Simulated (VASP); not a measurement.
The system is KRu2.

```
K Ru
1.0
     3.70080    0.00000    0.00000
    -1.85040    3.20499    0.00000
     0.00000    0.00000    8.05768
K Ru
1 2
Direct
  0.00000 0.00000 0.00000
  0.66667 0.33333 0.62630
  0.33333 0.66667 0.37370
```

```yaml
Program: VASP 6.6.1
Task: relaxation of cell and atoms
Functional: PBE
Potentials_or_basis: VASP PAW PBE potentials, release 64 (K_sv, Ru_pv)
Cutoff: 600 eV
k_mesh: 6 × 6 × 2
Occupations: gaussian, width 0.1 eV
Spin: no spin polarisation
```

At the start: pressure -14.9 GPa; volume 31.86 Å³/atom.

How do energy, volume and symmetry change on relaxing?

Over 19 steps the energy falls by 1316.4 meV/atom and the volume is 18.41 Å³/atom (-42.2 %); space group P-3m1 (No. 164, to 0.05 Å).

Step by step:
```
step  energy change (eV)  largest force (eV/Å)  pressure (GPa)  volume (Å³)
   1              0.0000                2.9286          -14.94        95.57
   2             -2.8887                1.8569            6.83        60.07
   3             -2.9729                0.3503           -1.05        63.68
   4             -2.9742                0.5517           -0.03        63.12
   5             -3.3405                1.7190           -0.07        60.72
   6             -3.5541                1.1442           12.43        52.37
   7             -3.8446                1.6122            1.19        57.12
   8             -3.8544                1.0590            5.58        54.60
   9             -3.8925                1.3018            3.08        55.77
  10             -3.6956                1.2697           -8.19        58.45
  11             -3.9292                0.1130           -0.76        56.44
  12             -3.9300                0.2353           -0.35        56.36
  13             -3.9300                0.2552           -0.29        56.34
  14             -3.9452                0.1648           -0.69        56.01
  15             -3.9464                0.1125           -0.77        55.86
  16             -3.9485                0.0236            0.55        54.86
  17             -3.9489                0.0513            0.17        55.16
  18             -3.9487                0.1047           -0.27        55.30
  19             -3.9491                0.0181           -0.08        55.22
```

Final structure:
```yaml
crystal:
  lattice:
    - [2.84628, 0.00000, 0.00000]
    - [-1.42314, 2.46495, 0.00000]
    - [0.00000, 0.00000, 7.87061]
  atoms:
    - { symbol: K, position: [0.00000, 0.00000, 0.00000] }
    - { symbol: Ru, position: [0.66667, 0.33333, 0.62319] }
    - { symbol: Ru, position: [0.33333, 0.66667, 0.37681] }
```

Caveat: the k points lie up to 0.42 Å⁻¹ apart in the final cell; the volume moved by over 15 % at a fixed basis, so the end points are rough.
